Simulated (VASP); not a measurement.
# Ni (Fm-3m) in VASP: single point with PBEsol

Aim: the single point of Ni with PBEsol.

Everything below comes from runs of VASP 6.6.1. Logs are shortened: lines on timing, memory, paths and dates and some standing lists are left out, and cuts for length are marked.

**1. The cell of the first run**

Symmetry: Fm-3m, No. 225, cubic system. Conventional cell: a = 3.464 Å, b = 3.464 Å, c = 3.464 Å, α = 90.00°, β = 90.00°, γ = 90.00°. Ni (site symmetry m-3m) has 12 Ni at 2.45 Å within 3.2 Å.

**2. Single point, PBEsol, collinear spin, ferromagnetic start**

The input, INCAR:

```
PREC = Accurate
ENCUT = 600
EDIFF = 1E-6
ISMEAR = 0
SIGMA = 0.1
LREAL = F
LASPH = T
NELM = 200
ALGO = Normal
ISIF = 2
LWAVE = F
LCHARG = F
ISPIN = 2
MAGMOM = 0.73
LORBIT = 11
LMAXMIX = 4
GGA = PS
NBANDS = 15
GGA_COMPAT = F
```

The input, KPOINTS:

```
regular mesh
0
Gamma
  8 8 8
```

The input, POSCAR:

```
Ni
1.0
    0.0000000000      1.7317671601      1.7317671601
    1.7317671601      0.0000000000      1.7317671601
    1.7317671601      1.7317671601      0.0000000000
Ni
1
Direct
    0.0000000000      0.0000000000      0.0000000000
```

Potentials or basis: VASP PAW PBE potentials, release 64 (Ni).

Started as:

```console
> cat potpaw_PBE.64/Ni/POTCAR > POTCAR
> mpirun -np 1 vasp_std > vasp.out
```

OUTCAR:

```text
PREC = Accurate
   ENCUT = 600
   EDIFF = 1E-6
   ISMEAR = 0
   LREAL = F
   LASPH = T
   NELM = 200
   ISIF = 2
   ISPIN = 2
   LORBIT = 11
   GGA = PS

 ion  position               nearest neighbor table
   1  0.000  0.000  0.000-

  LATTYP: Found a face centered cubic cell.
 ALAT       =     3.4635343202

  Lattice vectors:

 A1 = (   0.0000000000,   1.7317671601,   1.7317671601)
 A2 = (   1.7317671601,   0.0000000000,   1.7317671601)
 A3 = (   1.7317671601,   1.7317671601,   0.0000000000)

Analysis of symmetry for initial positions (statically):
=====================================================================
 Subroutine PRICEL returns:
 Original cell was already a primitive cell.

 Routine SETGRP: Setting up the symmetry group for a
 face centered cubic supercell.

 Subroutine GETGRP returns: Found 48 space group operations
 (whereof 48 operations were pure point group operations)
 out of a pool of 48 trial point group operations.

The static configuration has the point symmetry O_h .

Analysis of symmetry for dynamics (positions and initial velocities):
=====================================================================
 Subroutine PRICEL returns:
 Original cell was already a primitive cell.

 Routine SETGRP: Setting up the symmetry group for a
 face centered cubic supercell.

 Subroutine GETGRP returns: Found 48 space group operations
 (whereof 48 operations were pure point group operations)
 out of a pool of 48 trial point group operations.

The dynamic configuration has the point symmetry O_h .

Analysis of structural, dynamic, and magnetic symmetry:
=====================================================================
 Subroutine PRICEL returns:
 Original cell was already a primitive cell.

 Routine SETGRP: Setting up the symmetry group for a
 face centered cubic supercell.

 Subroutine GETGRP returns: Found 48 space group operations
 (whereof 48 operations were pure point group operations)
 out of a pool of 48 trial point group operations.

The overall configuration has the point symmetry O_h .

 Subroutine INISYM returns: Found 48 space group operations
 (whereof 48 operations are pure point group operations),
 and found     1 'primitive' translations

----------------------------------------------------------------------------------------

                                     Primitive cell

  volume of cell :      10.3872

  direct lattice vectors                    reciprocal lattice vectors
     0.000000000  1.731767160  1.731767160    -0.288722417  0.288722417  0.288722417
     1.731767160  0.000000000  1.731767160     0.288722417 -0.288722417  0.288722417
     1.731767160  1.731767160  0.000000000     0.288722417  0.288722417 -0.288722417

[... 125 lines left out ...]
  ext. energy  EPLUGINS =         0.00000000
  ---------------------------------------------------
  free energy    TOTEN  =        -6.13829894 eV

  energy without entropy =       -6.12922816  energy(sigma->0) =       -6.13376355

 E-fermi :   9.8442     XC(G=0): -13.7155

 val. band max:        9.8401907254   @ k =  -0.2500   0.3750   0.1250
 cond. band min:       9.8526970389   @ k =   0.3750   0.3750   0.0000
 fundamental gap:      0.0125063135
 Fermi energy:         9.8441720905

 spin component 1

 k-point     1 :       0.0000    0.0000    0.0000
  band No.  band energies     occupation
      1       0.4601      1.00000
      2       7.2533      1.00000
      3       7.2533      1.00000
      4       7.2533      1.00000
      5       8.4938      1.00000
      6       8.4938      1.00000
      7      33.9436      0.00000
      8      38.1407      0.00000
      9      38.1407      0.00000
     10      38.1407      0.00000
     11      41.2088      0.00000
     12      41.2088      0.00000
     13      41.2088      0.00000
     14      44.1447      0.00000
[... 403 lines left out ...]
      4       7.9243      1.00000
      5       9.1185      1.00000
      6      13.2720      0.00000
      7      16.1988      0.00000
      8      26.2376      0.00000
      9      27.2787      0.00000
     10      36.2163      0.00000
     11      40.5125      0.00000
     12      47.9812      0.00000
     13      50.6543      0.00000
     14      51.3298      0.00000
     15      52.5711      0.00000

 [... further k-points ...]

 spin component 2

 k-point     1 :       0.0000    0.0000    0.0000
  band No.  band energies     occupation
      1       0.4705      1.00000
      2       8.0395      1.00000
      3       8.0395      1.00000
      4       8.0395      1.00000
      5       9.1809      1.00000
      6       9.1809      1.00000
      7      33.8497      0.00000
      8      38.1597      0.00000
      9      38.1597      0.00000
     10      38.1597      0.00000
     11      41.3626      0.00000
     12      41.3626      0.00000
     13      41.3626      0.00000
     14      44.0625      0.00000
[... 403 lines left out ...]
      4       8.6129      1.00000
      5       9.9563      0.05638
      6      13.5961      0.00000
      7      16.5858      0.00000
      8      26.3646      0.00000
      9      27.4264      0.00000
     10      36.2585      0.00000
     11      40.6022      0.00000
     12      47.9929      0.00000
     13      50.7559      0.00000
     14      51.5493      0.00000
     15      53.0143      0.00000

 [... further k-points ...]

------------------------ aborting loop because EDIFF is reached ----------------------------------------

  FORCE on cell =-STRESS in cart. coord.  units (eV):
  Direction    XX          YY          ZZ          XY          YZ          ZX
  --------------------------------------------------------------------------------------
  -------------------------------------------------------------------------------------
  Total        0.0042274      0.0042274      0.0042274      0.0000000     -0.0000000      0.0000000
  in kB        0.6520580      0.6520580      0.6520580      0.0000000     -0.0000000      0.0000000
  external PRESSURE =       0.6520580 kB  Pullay stress =       0.0000000 kB

 VOLUME and BASIS-vectors are now :
 -----------------------------------------------------------------------------
  energy-cutoff  :      600.00
  volume of cell :       10.39
      direct lattice vectors                 reciprocal lattice vectors
     0.000000000  1.731767160  1.731767160    -0.288722417  0.288722417  0.288722417
     1.731767160  0.000000000  1.731767160     0.288722417 -0.288722417  0.288722417
     1.731767160  1.731767160  0.000000000     0.288722417  0.288722417 -0.288722417

 POSITION                                       TOTAL-FORCE (eV/Angst)
 -----------------------------------------------------------------------------------
      0.00000      0.00000      0.00000        -0.000000     -0.000000      0.000000
 -----------------------------------------------------------------------------------
    total drift:                                0.000000      0.000000      0.000000

  FREE ENERGIE OF THE ION-ELECTRON SYSTEM (eV)
  ---------------------------------------------------
  free  energy   TOTEN  =        -6.1382989360 eV

  energy  without entropy=       -6.1292281566  energy(sigma->0) =       -6.13376355

 total charge

# of ion       s       p       d       tot
------------------------------------------
    1        0.522   0.551   8.324   9.398

 magnetization (x)

# of ion       s       p       d       tot
------------------------------------------
    1       -0.003  -0.021   0.727   0.703
```

OSZICAR:

```text
N       E                     dE             d eps       ncg     rms          rms(c)
DAV:   1     0.351260299778E+02    0.35126E+02   -0.47113E+03  1851   0.988E+02
DAV:   2    -0.580277065064E+01   -0.40929E+02   -0.38044E+02  1943   0.178E+02
DAV:   3    -0.734410135598E+01   -0.15413E+01   -0.15296E+01  2174   0.327E+01
DAV:   4    -0.735262276947E+01   -0.85214E-02   -0.85205E-02  2090   0.235E+00
DAV:   5    -0.735271029468E+01   -0.87525E-04   -0.87526E-04  2206   0.219E-01    0.110E+01
DAV:   6    -0.647701166859E+01    0.87570E+00   -0.14677E+01  2475   0.428E+01    0.570E+00
DAV:   7    -0.616151213098E+01    0.31550E+00   -0.22169E+00  2188   0.153E+01    0.209E+00
DAV:   8    -0.614187252222E+01    0.19640E-01   -0.34734E-02  2332   0.136E+00    0.101E+00
DAV:   9    -0.613896191011E+01    0.29106E-02   -0.18780E-03  2826   0.260E-01    0.272E-01
DAV:  10    -0.613829172233E+01    0.67019E-03   -0.68132E-04  2712   0.135E-01    0.509E-02
DAV:  11    -0.613829843726E+01   -0.67149E-05   -0.56045E-06  2042   0.273E-02    0.290E-02
DAV:  12    -0.613829893596E+01   -0.49870E-06   -0.26102E-06  1863   0.100E-02
   1 F= -.61382989E+01 E0= -.61337635E+01  d E =-.907078E-02  mag=     0.6992
```

Run time: 9.3 s. Hardware: 1 thread of Intel Xeon Platinum 8375C at 2.90GHz (Ice Lake), shared host; peak memory 0.13 GiB.

Results:

- Free energy: -6.1383 eV
- Pressure: 0.1 GPa
- Net moment: 0.70 μB per cell
- Site moments: Ni +0.70 μB
- Valence electrons inside the program's atomic spheres: Ni 9.40

Caveat: the k points lie up to 0.39 Å⁻¹ apart; the PAW data sets were made with another functional, which shifts forces and pressure a little.
